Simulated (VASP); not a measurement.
Al, 1 atom in the cell. It takes space group I4/mmm (No. 139, tetragonal). Conventional cell: a = 3.230 Å, b = 3.230 Å, c = 3.087 Å, α = 90.00°, β = 90.00°, γ = 90.00°. Within 3.6 Å of Al (site symmetry 4/mmm) lie 14 Al at 2.76 to 3.23 Å.  This cell differs from its parent crystal: strain +0.015 along x and y, -0.030 along z.

| Quantity | Value |
| --- | --- |
| Program | VASP 6.6.1 |
| Task | single point |
| Functional | r2SCAN |
| Potentials or basis | VASP PAW PBE potentials, release 64 (Al) |
| Cutoff | 520 eV |
| k mesh | 20 × 20 × 20 |
| Occupations | gaussian, width 0.15 eV |
| Spin | no spin polarisation |
| Dipole correction | no |
| Further INCAR settings | ALGO = Normal; EDIFF = 1e-07; NBANDS = 8 |

Potentials or basis: VASP PAW PBE potentials, release 64 (Al).

Run with:

```sh
$ cat potpaw_PBE.64/Al/POTCAR > POTCAR
$ cp INCAR.step1 INCAR
$ mpirun -np 1 vasp_std > vasp.out
$ cp INCAR.step2 INCAR
$ mpirun -np 1 vasp_std > vasp.out
```

Hardware: 1 thread of Intel(R) Xeon(R) Platinum 8488C (Sapphire Rapids), on a shared host.

Task: How long does it take, and how much memory?

Result: Wall time 120 s on 1 thread of Intel(R) Xeon(R) Platinum 8488C (Sapphire Rapids), on a shared host, peak memory 0.2 GiB. Counts: k points 641.
